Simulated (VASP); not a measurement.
Here is a VASP 6.6.1 calculation.

File INCAR:

```
SYSTEM = PtCCl2O
PREC = Accurate
ENCUT = 520
EDIFF = 1E-6
ISMEAR = -1
SIGMA = 0.05
LREAL = Auto
LASPH = .True.
NELM = 60
ALGO = Normal
ISIF = 2
LWAVE = .False.
LCHARG = .False.
GGA = PE
NBANDS = 84
```

The input KPOINTS:

```
Automatic mesh
0
Gamma
  3 3 9
  0 0 0
```

The input POSCAR:

```
PtCCl2O
1.0
   11.1830000000      0.0000000000      0.0000000000
    0.0000000000     11.1830000000      0.0000000000
    0.0000000000      0.0000000000      3.5250000000
Pt C Cl O
4 4 8 4
Direct
    0.3861287480      0.1098568463      0.0000000000
    0.8901431537      0.3861287480      0.5000000000
    0.6138712520      0.8901431537      0.0000000000
    0.1098568463      0.6138712520      0.5000000000
    0.2232867623      0.1175252528      0.0000000000
    0.8824747472      0.2232867623      0.5000000000
    0.7767132377      0.8824747472      0.0000000000
    0.1175252528      0.7767132377      0.5000000000
    0.5984665821      0.1022524729      0.0000000000
    0.8977475271      0.5984665821      0.5000000000
    0.4015334179      0.8977475271      0.0000000000
    0.1022524729      0.4015334179      0.5000000000
    0.3931127089      0.3137652964      0.0000000000
    0.6862347036      0.3931127089      0.5000000000
    0.6068872911      0.6862347036      0.0000000000
    0.3137652964      0.6068872911      0.5000000000
    0.1207453737      0.1242311509      0.0000000000
    0.8757688491      0.1207453737      0.5000000000
    0.8792546263      0.8757688491      0.0000000000
    0.1242311509      0.8792546263      0.5000000000
```

Potentials or basis: VASP PAW PBE potentials, release 64 (Pt, C, Cl, O).

Run with:

```sh
$ cat potpaw_PBE.64/Pt/POTCAR potpaw_PBE.64/C/POTCAR potpaw_PBE.64/Cl/POTCAR potpaw_PBE.64/O/POTCAR > POTCAR
$ mpirun -np 1 vasp_std > vasp.out
```

(1) What does it give for the band gap on the k mesh?

(2) Predict the pressure.

(3) Predict the largest force.

Answers

(1) 1.31 eV (least direct gap 1.32 eV).

(2) 1.7 GPa.

(3) 0.832 eV/Å.

Caveat: spin-orbit coupling is left out, which moves the levels of the heavy elements.
